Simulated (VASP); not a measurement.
# Li2ScAgC6N6 (Fm-3m) in VASP: a series of runs, part 2 of 2

VASP 6.6.1. The steps go on from the part before.

## (4) Relaxation of cell and atoms, PBE

This run uses another cell than the first one, of 18.74 Å³/atom.

The input, INCAR:

```
PREC = Accurate ; ENCUT = 600
EDIFF = 1E-6 ; ISMEAR = 0
SIGMA = 0.1 ; LREAL = Auto
LASPH = True ; NELM = 60
ALGO = Normal ; ISIF = 3
LWAVE = False ; LCHARG = False
GGA = PE ; IBRION = 2
NSW = 90 ; EDIFFG = -0.04
```

The input, KPOINTS:

```
regular mesh
0
Gamma
  4 4 4
```

The input, POSCAR:

```
Li2ScAgC6N6
1.0
    0.0000000000      5.3120000000      5.3120000000
    5.3120000000      0.0000000000      5.3120000000
    5.3120000000      5.3120000000      0.0000000000
Li Sc Ag C N
2 1 1 6 6
Direct
    0.2500000000      0.2500000000      0.2500000000
    0.7500000000      0.7500000000      0.7500000000
    0.0000000000      0.0000000000      0.0000000000
    0.5000000000      0.5000000000      0.5000000000
    0.8096762000      0.1903238000      0.1903238000
    0.1903238000      0.8096762000      0.1903238000
    0.1903238000      0.1903238000      0.8096762000
    0.1903238000      0.8096762000      0.8096762000
    0.8096762000      0.1903238000      0.8096762000
    0.8096762000      0.8096762000      0.1903238000
    0.6995481900      0.3004518100      0.3004518100
    0.3004518100      0.6995481900      0.3004518100
    0.3004518100      0.3004518100      0.6995481900
    0.3004518100      0.6995481900      0.6995481900
    0.6995481900      0.3004518100      0.6995481900
    0.6995481900      0.6995481900      0.3004518100
```

The run is started by

```console
$ cat potpaw_PBE.64/Li_sv/POTCAR potpaw_PBE.64/Sc_sv/POTCAR potpaw_PBE.64/Ag/POTCAR potpaw_PBE.64/C/POTCAR potpaw_PBE.64/N/POTCAR > POTCAR
$ mpirun -np 1 vasp_std > vasp.out
```

It took 77 min on 1 thread of AMD EPYC 7R13 (Zen 3), shared host; peak memory 0.59 GiB.

The run converged. Its results:

```
Free energy                           : -113.1054 eV
Relaxed volume                        : 25.78 Å³/atom
Relaxed cell                          : a = 8.355 Å, b = 8.355 Å, c = 8.355 Å, α = 60.00°, β = 60.00°, γ = 60.00°
Space group after relaxing (to 0.1 Å) : Fm-3m (No. 225)
Energy gained by relaxing             : 305.0 meV/atom
Ionic steps                           : 33
Pressure after relaxing               : 0.0 GPa
Largest force after relaxing          : 0.024 eV/Å
Band gap on the k mesh                : 1.38 eV
```

Forces on the atoms (eV/Å):
```
Li   0.000  0.000  0.000
Li   0.000  0.000  0.000
Sc   0.000  0.000  0.000
Ag   0.000  0.000  0.000
C   -0.019  0.000  0.000
C    0.000 -0.019  0.000
C    0.000  0.000 -0.019
C    0.019  0.000  0.000
C    0.000  0.019  0.000
C    0.000  0.000  0.019
N   -0.024  0.000  0.000
N    0.000 -0.024  0.000
N    0.000  0.000 -0.024
N    0.024  0.000  0.000
N    0.000  0.024  0.000
N    0.000  0.000  0.024
```

The path:
```tsv
step	energy change (eV)	largest force (eV/Å)	pressure (GPa)	volume (Å³)
1	0.0000	2.9967	16.14	299.78
2	3.3071	23.7296	19.49	389.37
3	-2.0211	6.9745	15.59	332.16
4	-3.8441	3.5989	8.03	358.15
5	-4.7242	0.3569	1.24	391.85
6	-4.7475	0.7761	0.23	398.24
7	-4.7475	0.9007	0.02	399.64
8	-4.7635	0.6257	0.03	402.48
9	-4.7723	0.4338	0.07	406.57
10	-4.7796	0.3568	-0.02	407.30
11	-4.7978	0.4523	-0.30	409.51
12	-4.8177	0.7859	-0.85	413.96
13	-4.8232	0.6959	-0.79	414.26
14	-4.8365	0.4262	-0.61	415.19
15	-4.8486	0.4696	-0.24	417.05
16	-4.8488	0.5328	-0.19	417.28
17	-4.8539	0.4836	-0.22	417.84
18	-4.8647	0.3318	-0.30	419.50
19	-4.8655	0.0520	-0.44	422.84
20	-4.8685	0.1681	-0.39	421.31
21	-4.8706	0.0452	-0.45	420.60
22	-4.8719	0.2237	-0.56	419.48
23	-4.8732	0.2040	-0.51	418.91
24	-4.8765	0.1442	-0.37	417.20
25	-4.8793	0.0546	-0.08	413.79
26	-4.8793	0.0655	-0.05	413.48
27	-4.8793	0.0615	-0.06	413.60
28	-4.8795	0.0431	-0.07	413.50
29	-4.8797	0.0814	-0.07	413.22
30	-4.8797	0.1000	-0.08	413.10
31	-4.8798	0.0926	-0.06	413.04
32	-4.8800	0.0702	-0.04	412.85
33	-4.8802	0.0239	0.03	412.47
```

Final structure:
```yaml
crystal:
  lattice:
    - [0.00000, 5.90818, 5.90818]
    - [5.90818, 0.00000, 5.90818]
    - [5.90818, 5.90818, 0.00000]
  atoms:
    - { symbol: Li, position: [0.25000, 0.25000, 0.25000] }
    - { symbol: Li, position: [0.75000, 0.75000, 0.75000] }
    - { symbol: Sc, position: [0.00000, 0.00000, 0.00000] }
    - { symbol: Ag, position: [0.50000, 0.50000, 0.50000] }
    - { symbol: C, position: [0.80556, 0.19444, 0.19444] }
    - { symbol: C, position: [0.19444, 0.80556, 0.19444] }
    - { symbol: C, position: [0.19444, 0.19444, 0.80556] }
    - { symbol: C, position: [0.19444, 0.80556, 0.80556] }
    - { symbol: C, position: [0.80556, 0.19444, 0.80556] }
    - { symbol: C, position: [0.80556, 0.80556, 0.19444] }
    - { symbol: N, position: [0.70618, 0.29382, 0.29382] }
    - { symbol: N, position: [0.29382, 0.70618, 0.29382] }
    - { symbol: N, position: [0.29382, 0.29382, 0.70618] }
    - { symbol: N, position: [0.29382, 0.70618, 0.70618] }
    - { symbol: N, position: [0.70618, 0.29382, 0.70618] }
    - { symbol: N, position: [0.70618, 0.70618, 0.29382] }
```

Levels at points of the mesh, in eV from the valence-band top:
| k point | band 37 | band 38 | band 39 | band 40 | band 41 | band 42 | band 43 | band 44 | band 45 | band 46 |
| --- | --- | --- | --- | --- | --- | --- | --- | --- | --- | --- |
| (0.00, 0.00, 0.00) | -1.42 | -1.42 | -1.42 | -0.06 | -0.06 | 1.43 | 1.43 | 1.43 | 1.60 | 2.33 |
| (0.50, 0.00, 0.00) | -1.34 | -1.34 | -1.34 | 0.00 | 0.00 | 1.38 | 1.44 | 1.44 | 2.12 | 2.12 |
| (0.50, 0.50, 0.00) | -1.42 | -1.31 | -1.31 | -0.07 | -0.05 | 1.43 | 1.52 | 1.52 | 2.11 | 2.39 |

Caveat: the cutoff is under 1.25 times the usual one of these potentials, so pressure, stress and relaxed cells hold a basis-set (Pulay) error; the volume moved by over 15 % at a fixed basis, so the end points are rough. A k mesh can miss the band edges.

## (5) Overview

| task | cell | cutoff (eV) | smearing | gap on the mesh (eV) | largest force (eV/Å) |
| --- | --- | --- | --- | --- | --- |
| single point | a = 8.366 Å, angles 60.0°, 16 atoms, atomic positions A | 520 | gaussian 0.1 eV | 1.43 | 0.42 |
| single point | a = 8.374 Å, angles 60.0°, 16 atoms, atomic positions B | 520 | gaussian 0.02 eV | 1.46 | 0.41 |
| relaxation of cell and atoms | relaxed from a = 7.512 Å, angles 60.0°, 16 atoms, atomic positions C | 600 | gaussian 0.1 eV | 1.38 | 0.02 |

Alike in all rows: level PBE; potentials or basis VASP PAW PBE potentials, release 64 (Li_sv, Sc_sv, Ag, C, N); no spin polarisation; k mesh 4 × 4 × 4.

Caveats: the cutoff is under 1.25 times the usual one of these potentials, so pressure, stress and relaxed cells hold a basis-set (Pulay) error; the volume moved by over 15 % at a fixed basis, so the end points are rough (at least some runs).

Total energies depend on the potentials used, so only differences within one code and one set of settings carry meaning.
